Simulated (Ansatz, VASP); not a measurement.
LiCl: VASP beside Ansatz

```xyz
2
Lattice="0.0000 2.4821 2.4821 2.4821 0.0000 2.4821 2.4821 2.4821 0.0000" Properties=species:S:1:pos:R:3 pbc="T T T"
Li    0.0000    0.0000    0.0000
Cl    2.4821    2.4821    2.4821
```

Alike in both runs: functional LDA; k mesh 12 × 12 × 12; occupations gaussian, width 0.02 eV; no spin polarisation.

Ansatz relaxed the structure, and its values are those at the end. VASP's run is a single point on that final structure, the one shown.

|  | VASP | Ansatz |
| --- | --- | --- |
| version | VASP 6.6.1 | Ansatz 0.2.0 |
| potentials or method | VASP PAW LDA potentials, release 64 (Li_sv, Cl), cutoff 520 eV | scalar-relativistic, plane waves, PAW |
| valence electrons in the cell | 10 | 10 |

VASP gave:

* gap on the k mesh at the Fermi level (eV): 6.51
* least direct gap on the mesh (eV): 6.62

Q: What did Ansatz give for the same quantities?

A: gap on the k mesh at the Fermi level (eV): 6.48; least direct gap on the mesh (eV): 6.60.

Ansatz warns that its potentials were made for another functional, while VASP's fit it. LDA's correlation is that of Perdew and Zunger in VASP and of Perdew and Wang (1992) in Ansatz.

Noted on VASP's run: the cutoff is short for stress, so the pressure is rough.
